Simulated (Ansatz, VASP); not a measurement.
**One calculation of SnO2, two programs**

The input INCAR:

```
SYSTEM = SnO2
PREC = Accurate
ENCUT = 520
EDIFF = 1E-7
ISMEAR = -1
SIGMA = 0.05
LREAL = .False.
LASPH = .True.
NELM = 100
ALGO = Normal
ISIF = 2
LWAVE = .False.
LCHARG = .False.
GGA = PS
NBANDS = 35
```

The input KPOINTS:

```
regular mesh
0
Gamma
  9 9 9
  0 0 0
```

POSCAR

```
SnO2
1.0
   -1.9730373434      1.9730373434      5.0544314638
    1.9730373434     -1.9730373434      5.0544314638
    1.9730373434      1.9730373434     -5.0544314638
Sn O
2 4
Direct
    0.0000000000      0.0000000000      0.0000000000
    0.7500000000      0.2500000000      0.5000000000
    0.5465225900      0.0465225900      0.5000000000
    0.2034774100      0.2034774100      0.0000000000
    0.9534774100      0.4534774100      0.5000000000
    0.7965225900      0.7965225900      0.0000000000
```

The input input.yaml:

```yaml
crystal:
  lattice:
    - [-1.9730373434, 1.9730373434, 5.0544314638]
    - [1.9730373434, -1.9730373434, 5.0544314638]
    - [1.9730373434, 1.9730373434, -5.0544314638]
  atoms:
    - { symbol: Sn, position: [0.0, 0.0, 0.0] }
    - { symbol: Sn, position: [0.75, 0.25, 0.5] }
    - { symbol: O, position: [0.54652259, 0.04652259, 0.5] }
    - { symbol: O, position: [0.20347741, 0.20347741, 0.0] }
    - { symbol: O, position: [0.95347741, 0.45347741, 0.5] }
    - { symbol: O, position: [0.79652259, 0.79652259, 0.0] }
kpoints:
  mp_grid: { grid: [9, 9, 9] }
scf:
  occupations: { method: fermi_dirac, width: 0.05 }
hamiltonian:
  xc: pbesol
  pseudopotentials: { kind: all_electron, lapw: { basis_error: 0.001 } }
output:
  forces: true
  stress: true
  eigenvalues: true
```

Change from the starting cell: volume scaled by 0.96.

Alike in both runs: task single point; functional PBEsol; k mesh 9 × 9 × 9; occupations fermi-dirac, width 0.05 eV; no spin polarisation.

```csv
,VASP,Ansatz
version,VASP 6.6.1,Ansatz 0.2.0
potentials or method,"VASP PAW PBE potentials, release 64 (Sn_d, O), cutoff 520 eV","all-electron LAPW, scalar-relativistic"
```

Ansatz gave:

| Quantity | Value |
| --- | --- |
| gap on the k mesh at the Fermi level (eV) | 2.00 |
| least direct gap on the mesh (eV) | 2.42 |
| pressure (GPa) | 8.6 |
| traceless stress, the component that is largest in VASP (GPa) | 0.17 |
| rms of the force components (eV/Å) | 0.083 |

Task: Estimate VASP's values.

Result: gap on the k mesh at the Fermi level (eV): 1.99; least direct gap on the mesh (eV): 2.42; pressure (GPa): 9.3; traceless stress, the component that is largest in VASP (GPa): 0.36; rms of the force components (eV/Å): 0.097.

VASP's potentials were made for PBE, not for PBEsol. Atom by atom the forces differ by 0.014 eV/Å (rms over components). Ansatz ran all-electron here, and VASP with PAW potentials.
